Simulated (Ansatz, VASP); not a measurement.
CdIn3 in VASP and in Ansatz

File INCAR:

```
ALGO     = Normal         # electronic algorithm
EDIFF    = 1E-6           # SCF threshold, eV
ENCUT    = 520            # plane-wave cutoff, eV
ISIF     = 2              # what is computed and relaxed
ISMEAR   = 0              # smearing method
LASPH    = T              # aspherical terms in the spheres
LCHARG   = F              # write CHGCAR
LREAL    = F              # projectors in reciprocal space
LWAVE    = F              # write WAVECAR
NBANDS   = 34             # bands
NELM     = 60             # most SCF steps
PREC     = Accurate       # precision mode
SIGMA    = 0.2            # smearing width, eV
```

File KPOINTS:

```
k-points
0
Gamma
  5 5 5
```

The input POSCAR:

```
CdIn3
1.0
    5.2687120000      0.0000000000      0.0000000000
    2.6343560000      4.5628384372      0.0000000000
    2.6343560000      1.5209461457      4.3018853339
Cd In
1 3
Direct
    0.0000000000      0.0000000000      0.0000000000
    0.2500000000      0.2500000000      0.2500000000
    0.7500000000      0.7500000000      0.7500000000
    0.5000000000      0.5000000000      0.5000000000
```

Input for Ansatz:

```yaml
crystal:
  lattice:
    a: 5.268712
    b: 5.268712
    c: 5.268712
    alpha: 60.0
    beta: 60.0
    gamma: 60.0
  atoms:
    - { symbol: Cd, position: [0.0, 0.0, 0.0] }
    - { symbol: In, position: [0.25, 0.25, 0.25] }
    - { symbol: In, position: [0.75, 0.75, 0.75] }
    - { symbol: In, position: [0.5, 0.5, 0.5] }
basis:
  ecutwfc: 550.0
kpoints:
  mp_grid:
    grid: [5, 5, 5]
hamiltonian:
  xc: lda
scf:
  occupations:
    method: gaussian
    width: 0.2
output:
  forces: true
  stress: true
```

Alike in both runs: task single point; functional LDA; k mesh 5 × 5 × 5; occupations gaussian, width 0.2 eV; no spin polarisation.

```csv
,VASP,Ansatz
version,VASP 6.6.1,Ansatz 0.2.0
potentials or method,"VASP PAW LDA potentials, release 64 (Cd, In_d), cutoff 520 eV","plane waves, PAW"
valence electrons in the cell,51,59
```

```tsv
	VASP	Ansatz	Ansatz less VASP
pressure (GPa)	-3.1	-3.2	-0.07
```

LDA's correlation is that of Perdew and Zunger in VASP and of Perdew and Wang (1992) in Ansatz. VASP's potentials hold 51 valence electrons a cell and Ansatz's 59, so a difference there can come from the potentials and not from the codes.
